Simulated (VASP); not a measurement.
The system is KBr.

```
K Br
1.0
     0.00000    3.30000    3.30000
     3.30000    0.00000    3.30000
     3.30000    3.30000    0.00000
K Br
1 1
Direct
  0.00000 0.00000 0.00000
  0.50000 0.50000 0.50000
```

```yaml
Program: VASP 6.6.1
Task: relaxation of cell and atoms
Functional: LDA
Potentials_or_basis: VASP PAW LDA potentials, release 64 (K_sv, Br)
Cutoff: 600 eV
k_mesh: 6 × 6 × 6
Occupations: gaussian, width 0.02 eV
Spin: no spin polarisation
```

At the start: pressure -1.6 GPa; volume 35.94 Å³/atom.

Q: How do energy, volume and symmetry change on relaxing?

A: Over 4 steps the energy falls by 18.8 meV/atom and the volume is 32.49 Å³/atom (-9.6 %); space group Fm-3m (No. 225, to 0.05 Å).

The path:
| step | energy change (eV) | largest force (eV/Å) | pressure (GPa) | volume (Å³) |
| --- | --- | --- | --- | --- |
| 1 | 0.0000 | 0.0000 | -1.59 | 71.87 |
| 2 | -0.0284 | 0.0000 | -0.87 | 68.23 |
| 3 | -0.0375 | 0.0000 | -0.08 | 65.26 |
| 4 | -0.0376 | 0.0000 | 0.01 | 64.98 |

Final structure:
```cif
data_structure
_symmetry_space_group_name_H-M 'P 1'
_symmetry_Int_Tables_number 1
_cell_length_a 4.5126
_cell_length_b 4.5126
_cell_length_c 4.5126
_cell_angle_alpha 60.000
_cell_angle_beta 60.000
_cell_angle_gamma 60.000
_cell_volume 64.98
loop_
_atom_site_label
_atom_site_type_symbol
_atom_site_fract_x
_atom_site_fract_y
_atom_site_fract_z
_atom_site_occupancy
K1 K 0.00000 0.00000 0.00000 1
Br1 Br 0.50000 0.50000 0.50000 1
```
